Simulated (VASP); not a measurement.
# ReP4Ru (F-43m) in VASP: further runs

Runs on ReP4Ru. Level: PBE. Tasks: single point, relaxation of cell and atoms.

Everything below comes from runs of VASP 6.6.1. Logs are shortened: lines on timing, memory, paths and dates and some standing lists are left out, and cuts for length are marked.

## 1. The cell of the first run

Symmetry: F-43m, No. 216, cubic system. Conventional cell: a = 6.879 Å, b = 6.879 Å, c = 6.879 Å, α = 90.00°, β = 90.00°, γ = 90.00°. Re (site symmetry -43m) has 12 P at 2.85 Å and 4 Ru at 2.98 Å within 3.8 Å. Within 3.2 Å of P (site symmetry 3m) lie 6 P at 2.43 to 2.44 Å and 3 Ru at 2.85 Å and 3 Re at 2.85 Å. Within 3.8 Å of Ru (site symmetry -43m) lie 12 P at 2.85 Å and 4 Re at 2.98 Å.

The cell was generated, and may not be a known phase.

## 2. Single point, PBE

File INCAR:

```
SYSTEM = ReP4Ru
ALGO     = Normal         ! electronic algorithm
EDIFF    = 1E-7           ! SCF threshold, eV
ENCUT    = 520            ! plane-wave cutoff, eV
GGA      = PE             ! functional
ISIF     = 2              ! what is computed and relaxed
ISMEAR   = 0              ! smearing method
LASPH    = .True.         ! aspherical terms in the spheres
LCHARG   = .False.        ! write CHGCAR
LREAL    = .False.        ! projectors in reciprocal space
LWAVE    = .False.        ! write WAVECAR
NBANDS   = 30             ! bands
NELM     = 100            ! most SCF steps
PREC     = Accurate       ! precision mode
SIGMA    = 0.1            ! smearing width, eV
```

File KPOINTS:

```
k-points
0
Gamma
  4 4 4
  0 0 0
```

File POSCAR:

```
ReP4Ru
1.0
    0.0000000000      3.4395002813      3.4395002813
    3.4395002813      0.0000000000      3.4395002813
    3.4395002813      3.4395002813      0.0000000000
Re P Ru
1 4 1
Direct
    0.0000000000      0.0000000000      0.0000000000
    0.8741143022      0.3752952326      0.3752952326
    0.3752952326      0.3752952326      0.3752952326
    0.3752952326      0.8741143022      0.3752952326
    0.3752952326      0.3752952326      0.8741143022
    0.7500000000      0.7500000000      0.7500000000
```

Potentials or basis: VASP PAW PBE potentials, release 64 (Re, P, Ru_pv).

Command:

```console
cat potpaw_PBE.64/Re/POTCAR potpaw_PBE.64/P/POTCAR potpaw_PBE.64/Ru_pv/POTCAR > POTCAR
mpirun -np 1 vasp_std > vasp.out
```

OUTCAR:

```text
SYSTEM = ReP4Ru
   EDIFF = 1E-7
   ENCUT = 520
   GGA = PE
   ISIF = 2
   ISMEAR = 0
   LASPH = .True.
   LREAL = .False.
   NELM = 100
   PREC = Accurate

 ion  position               nearest neighbor table
   1  0.000  0.000  0.000-   2 2.85   4 2.85   2 2.85   5 2.85   4 2.85   5 2.85   3 2.85   3 2.85
                             3 2.85   2 2.85   4 2.85   5 2.85   6 2.98   6 2.98   6 2.98   6 2.98
   2  0.874  0.375  0.375-   3 2.43   4 2.43   5 2.43   3 2.44   5 2.44   4 2.44   6 2.85   6 2.85
                             6 2.85   1 2.85   1 2.85   1 2.85
   3  0.375  0.375  0.375-   2 2.43   4 2.43   5 2.43   5 2.44   4 2.44   2 2.44   6 2.85   6 2.85
                             6 2.85   1 2.85   1 2.85   1 2.85
   4  0.375  0.874  0.375-   2 2.43   3 2.43   5 2.43   5 2.44   3 2.44   2 2.44   6 2.85   6 2.85
                             6 2.85   1 2.85   1 2.85   1 2.85
   5  0.375  0.375  0.874-   2 2.43   3 2.43   4 2.43   3 2.44   4 2.44   2 2.44   6 2.85   6 2.85
                             6 2.85   1 2.85   1 2.85   1 2.85
   6  0.750  0.750  0.750-   2 2.85   4 2.85   5 2.85   3 2.85   3 2.85   3 2.85   2 2.85   5 2.85
                             4 2.85   2 2.85   4 2.85   5 2.85   1 2.98   1 2.98   1 2.98   1 2.98

  LATTYP: Found a face centered cubic cell.
 ALAT       =     6.8790005626

  Lattice vectors:

 A1 = (   0.0000000000,   3.4395002813,   3.4395002813)
 A2 = (   3.4395002813,   0.0000000000,   3.4395002813)
 A3 = (   3.4395002813,   3.4395002813,   0.0000000000)

Analysis of symmetry for initial positions (statically):
=====================================================================
 Subroutine PRICEL returns:
 Original cell was already a primitive cell.

 Routine SETGRP: Setting up the symmetry group for a
 face centered cubic supercell.

 Subroutine GETGRP returns: Found 24 space group operations
 (whereof 24 operations were pure point group operations)
 out of a pool of 48 trial point group operations.

The static configuration has the point symmetry T_d .

Analysis of symmetry for dynamics (positions and initial velocities):
=====================================================================
 Subroutine PRICEL returns:
 Original cell was already a primitive cell.

 Routine SETGRP: Setting up the symmetry group for a
 face centered cubic supercell.

 Subroutine GETGRP returns: Found 24 space group operations
 (whereof 24 operations were pure point group operations)
 out of a pool of 48 trial point group operations.

The dynamic configuration has the point symmetry T_d .

 Subroutine INISYM returns: Found 24 space group operations
 (whereof 24 operations are pure point group operations),
 and found     1 'primitive' translations

----------------------------------------------------------------------------------------

                                     Primitive cell

  volume of cell :      81.3797

  direct lattice vectors                    reciprocal lattice vectors
     0.000000000  3.439500281  3.439500281    -0.145369955  0.145369955  0.145369955
     3.439500281  0.000000000  3.439500281     0.145369955 -0.145369955  0.145369955
     3.439500281  3.439500281  0.000000000     0.145369955  0.145369955 -0.145369955

  length of vectors
     4.864187946  4.864187946  4.864187946     0.251788147  0.251788147  0.251788147

  position of ions in fractional coordinates (direct lattice)
     0.000000000  0.000000000  0.000000000
     0.874114302  0.375295233  0.375295233
     0.375295233  0.375295233  0.375295233
     0.375295233  0.874114302  0.375295233
     0.375295233  0.375295233  0.874114302
     0.750000000  0.750000000  0.750000000

  ion indices of the primitive-cell ions
   primitive index   ion index
                 1           1
                 2           2
                 3           3
                 4           4
                 5           5
                 6           6

----------------------------------------------------------------------------------------

 KPOINTS: k-points

Automatic generation of k-mesh.
 Grid dimensions read from file:
 generate k-points for:    4    4    4

 Generating k-lattice:

  Cartesian coordinates                     Fractional coordinates (reciprocal lattice)
    -0.036342489  0.036342489  0.036342489     0.250000000  0.000000000  0.000000000
     0.036342489 -0.036342489  0.036342489     0.000000000  0.250000000  0.000000000
     0.036342489  0.036342489 -0.036342489     0.000000000  0.000000000  0.250000000

  Length of vectors
     0.062947037  0.062947037  0.062947037

  Shift w.r.t. Gamma in fractional coordinates (k-lattice)
     0.000000000  0.000000000  0.000000000

 Subroutine IBZKPT returns following result:
 ===========================================

 Found      8 irreducible k-points:

 Following reciprocal coordinates:
            Coordinates               Weight
  0.000000  0.000000  0.000000      1.000000
  0.250000  0.000000  0.000000      8.000000
  0.500000  0.000000  0.000000      4.000000
  0.250000  0.250000  0.000000      6.000000
  0.500000  0.250000  0.000000     24.000000
 -0.250000  0.250000  0.000000     12.000000
  0.500000  0.500000  0.000000      3.000000
 -0.250000  0.500000  0.250000      6.000000
   k-points           NKPTS =      8   k-points in BZ     NKDIM =      8   number of bands    NBANDS=     30
   number of dos      NEDOS =    301   number of ions     NIONS =      6
   total plane-waves  NPLWV =  46656
   dimension x,y,z NGX =    36 NGY =   36 NGZ =   36
   dimension x,y,z NGXF=    72 NGYF=   72 NGZF=   72
   ions per type =               1   4   1
   NGX,Y,Z   is equivalent  to a cutoff of  12.30, 12.30, 12.30 a.u.
   NGXF,Y,Z  is equivalent  to a cutoff of  24.61, 24.61, 24.61 a.u.
 SYSTEM =  ReP4Ru
   PREC   = accura    normal or accurate (medium, high low for compatibility)
   ISTART =      0    job   : 0-new  1-cont  2-samecut
   ICHARG =      2    charge: 1-file 2-atom 10-const
   ISPIN  =      1    spin polarized calculation?
   LNONCOLLINEAR =      F non collinear calculations
   LSORBIT =      F    spin-orbit coupling
   LASPH  =      T    aspherical Exc in radial PAW
   ENCUT  =  520.0 eV  38.22 Ry    6.18 a.u.   9.04  9.04  9.04*2*pi/ulx,y,z
   NELM   =    100;   NELMIN=  2; NELMDL= -5     # of ELM steps
   EDIFF  = 0.1E-06   stopping-criterion for ELM
   LREAL  =      F    real-space projection
   EDIFFG = 0.1E-05   stopping-criterion for IOM
   NSW    =      0    number of steps for IOM
   IBRION =     -1    ionic relax: 0-MD 1-quasi-New 2-CG
   NFREE  =      0    steps in history (QN), initial steepest desc. (CG)
   ISIF   =      2    stress and relaxation
   ISYM   =      2    0-nonsym 1-usesym 2-fastsym
   POTIM  = 0.5000    time-step for ionic-motion
   TEBEG  =    0.0;   TEEND  =   0.0 temperature during run
   PSTRESS=    0.0 pullay stress
   NELECT =      41.0000    total number of electrons
   NUPDOWN=      -1.0000    fix difference up-down
   EMIN   =  10.00;   EMAX   =-10.00  energy-range for DOS
   EFERMI =   0.00;   METHOD = LEGACY
   ISMEAR =     0;   SIGMA  =   0.10  broadening in eV -4-tet -1-fermi 0-gaus
   EFERMI_NEDOS =   21; number of points for ismear=-14 and -15
   IALGO  =     38    algorithm
   IMIX   =      4    mixing-type and parameters
     AMIX     =   0.40;   BMIX     =  1.00
     AMIX_MAG =   1.60;   BMIX_MAG =  1.00
  volume/ion in A,a.u.               =      13.56        91.53
  Fermi-wavevector in a.u.,A,eV,Ry     =   1.302659  2.461669 23.088007  1.696921
  Thomas-Fermi vector in A             =   2.433713
   LORBIT       =      0    0 simple, 1 ext, 2 COOP (PROOUT), +10 PAW based schemes
   GGA     = PE    functional components
   LHFCALC =     F    Hartree Fock is set to
   AEXX    =    0.0000 exact exchange contribution
   IVDW    =     0    specifies the selected vdW correction
   LEPSILON=     F    determine dielectric tensor
   LRPA    =     F    only Hartree local field effects (RPA)
 non-spin polarized calculation
 Gauss-broadening in eV      SIGMA  =   0.10
  energy-cutoff  :      520.00
  volume of cell :       81.38
 maximum number of plane-waves:      2209
   NGX = 19   NGY = 19   NGZ = 19

 number of electron      40.9999995 magnetization

 Free energy of the ion-electron system (eV)
  ---------------------------------------------------
  ext. energy  EPLUGINS =         0.00000000
  ---------------------------------------------------
  free energy    TOTEN  =       -37.53708857 eV

  energy without entropy =      -37.50506178  energy(sigma->0) =      -37.52107518

 E-fermi :  11.1261     XC(G=0): -12.5718

 val. band max:       11.0709710811   @ k =   0.2500   0.0000   0.0000
 cond. band min:      11.1845502653   @ k =  -0.2500   0.2500   0.0000
 fundamental gap:      0.1135791842
 Fermi energy:        11.1261107225

 k-point     1 :       0.0000    0.0000    0.0000
  band No.  band energies     occupation
      1     -31.3488      2.00000
      2     -31.3488      2.00000
      3     -31.3488      2.00000
      4      -6.0131      2.00000
      5       0.9422      2.00000
      6       1.7565      2.00000
[... 22 lines left out ...]
     29      15.8450      0.00000
     30      15.8450      0.00000

 k-point     2 :       0.2500    0.0000    0.0000
  band No.  band energies     occupation
      1     -31.3495      2.00000
      2     -31.3489      2.00000
      3     -31.3489      2.00000
      4      -5.5523      2.00000
      5      -1.2436      2.00000
      6       1.2408      2.00000
[... 22 lines left out ...]
     29      15.9930      0.00000
     30      15.9981      0.00000

 k-point     3 :       0.5000    0.0000    0.0000
  band No.  band energies     occupation
      1     -31.3501      2.00000
      2     -31.3489      2.00000
      3     -31.3489      2.00000
      4      -4.7726      2.00000
      5      -2.7811      2.00000
      6       0.9028      2.00000
[... 22 lines left out ...]
     29      16.3906      0.00000
     30      17.4530      0.00000

 k-point     4 :       0.2500    0.2500    0.0000
  band No.  band energies     occupation
      1     -31.3495      2.00000
      2     -31.3489      2.00000
      3     -31.3489      2.00000
      4      -5.3938      2.00000
      5      -1.5524      2.00000
      6       1.0111      2.00000
[... 22 lines left out ...]
     29      15.0620      0.00000
     30      15.6664      0.00000

 k-point     5 :       0.5000    0.2500    0.0000
  band No.  band energies     occupation
      1     -31.3499      2.00000
      2     -31.3492      2.00000
      3     -31.3490      2.00000
      4      -4.5454      2.00000
      5      -2.9095      2.00000
      6       0.1201      2.00000
[... 22 lines left out ...]
     29      15.1343      0.00000
     30      15.8927      0.00000

 k-point     6 :      -0.2500    0.2500    0.0000
  band No.  band energies     occupation
      1     -31.3497      2.00000
      2     -31.3493      2.00000
      3     -31.3489      2.00000
      4      -4.8836      2.00000
      5      -2.4177      2.00000
      6       0.0700      2.00000
[... 22 lines left out ...]
     29      14.9623      0.00000
     30      15.1964      0.00000

 k-point     7 :       0.5000    0.5000    0.0000
  band No.  band energies     occupation
      1     -31.3502      2.00000
      2     -31.3490      2.00000
      3     -31.3490      2.00000
      4      -3.8230      2.00000
      5      -3.7726      2.00000
      6       0.6080      2.00000
[... 22 lines left out ...]
     29      16.1785      0.00000
     30      17.2549      0.00000

 k-point     8 :      -0.2500    0.5000    0.2500
  band No.  band energies     occupation
      1     -31.3497      2.00000
      2     -31.3495      2.00000
      3     -31.3490      2.00000
      4      -3.7628      2.00000
      5      -3.7314      2.00000
      6       0.0624      2.00000
[... 22 lines left out ...]
     29      15.4141      0.00000
     30      15.7220      0.00000

------------------------ aborting loop because EDIFF is reached ----------------------------------------

  FORCE on cell =-STRESS in cart. coord.  units (eV):
  Direction    XX          YY          ZZ          XY          YZ          ZX
  --------------------------------------------------------------------------------------
  -------------------------------------------------------------------------------------
  Total       -0.0782567     -0.0782567     -0.0782567      0.0000000     -0.0000000      0.0000000
  in kB       -1.5406934     -1.5406934     -1.5406934      0.0000000     -0.0000000      0.0000000
  external PRESSURE =      -1.5406934 kB  Pullay stress =       0.0000000 kB

 VOLUME and BASIS-vectors are now :
 -----------------------------------------------------------------------------
  energy-cutoff  :      520.00
  volume of cell :       81.38
      direct lattice vectors                 reciprocal lattice vectors
     0.000000000  3.439500281  3.439500281    -0.145369955  0.145369955  0.145369955
     3.439500281  0.000000000  3.439500281     0.145369955 -0.145369955  0.145369955
     3.439500281  3.439500281  0.000000000     0.145369955  0.145369955 -0.145369955

 POSITION                                       TOTAL-FORCE (eV/Angst)
 -----------------------------------------------------------------------------------
      0.00000      0.00000      0.00000         0.000000     -0.000000      0.000000
      2.58166      4.29734      4.29734        -0.004766      0.004766      0.004766
      2.58166      2.58166      2.58166        -0.004766     -0.004766     -0.004766
      4.29734      2.58166      4.29734         0.004766     -0.004766      0.004766
      4.29734      4.29734      2.58166         0.004766      0.004766     -0.004766
      5.15925      5.15925      5.15925         0.000000      0.000000      0.000000
 -----------------------------------------------------------------------------------
    total drift:                                0.000000      0.000000      0.000000

  FREE ENERGIE OF THE ION-ELECTRON SYSTEM (eV)
  ---------------------------------------------------
  free  energy   TOTEN  =       -37.5370885734 eV

  energy  without entropy=      -37.5050617827  energy(sigma->0) =      -37.52107518
```

Run time: 56 s. Hardware: 1 thread of Intel Xeon 8259CL, shared host; peak memory 0.21 GiB.

What came out:

| Item | Value |
| --- | --- |
| Free energy | -37.5371 eV |
| Pressure | -0.2 GPa |
| Largest force | 0.008 eV/Å |
| Band gap on the k mesh | zero (an odd number of electrons rules out a gap without spin polarisation) |

Forces on the atoms (eV/Å):
```
Re   0.000  0.000  0.000
P   -0.005  0.005  0.005
P   -0.005 -0.005 -0.005
P    0.005 -0.005  0.005
P    0.005  0.005 -0.005
Ru   0.000  0.000  0.000
```

Caveat: the k points lie up to 0.40 Å⁻¹ apart, too coarse for converged energies and pressures of a metal; spin-orbit coupling is left out, which moves the levels of the heavy elements.

(Part 1 of 3 ends here.)

The gap in the log of VASP goes by the Fermi energy; the results here count the filled bands.